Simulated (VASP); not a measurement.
Set up this calculation in VASP 6.6.1, as the native input.

* Task: single point
* Functional: PBE
* Potentials or basis: VASP PAW PBE potentials, release 64 (Au)
* Cutoff: 520 eV
* k mesh: 8 × 8 × 8
* Occupations: gaussian, width 0.05 eV
* Spin: no spin polarisation
* Dipole correction: no
* Further INCAR settings: ALGO = Normal; EDIFF = 1e-07; NBANDS = 12

The structure of Au lies in POSCAR:

```
Au
1.0
   -1.6191481830      1.6191481830      1.6191481830
    1.6191481830     -1.6191481830      1.6191481830
    1.6191481830      1.6191481830     -1.6191481830
Au
1
Direct
    0.0000000000      0.0000000000      0.0000000000
```

One way to write it, as run:

INCAR

```
PREC = Accurate ; ENCUT = 520
EDIFF = 1E-7 ; ISMEAR = 0
SIGMA = 0.05 ; LREAL = False
LASPH = True ; NELM = 100
ALGO = Normal ; ISIF = 2
LWAVE = False ; LCHARG = False
GGA = PE ; NBANDS = 12
```

KPOINTS

```
Automatic mesh
0
Gamma
  8 8 8
```

Potentials or basis: VASP PAW PBE potentials, release 64 (Au).

Command:

```bash
$ cat potpaw_PBE.64/Au/POTCAR > POTCAR
$ mpirun -np 1 vasp_std > vasp.out
```

Results of the run:

```
Pressure : 9.1 GPa
```

Run time: 16 s on 1 thread of AMD EPYC 7R13 (shared host), peak memory 0.11 GiB.
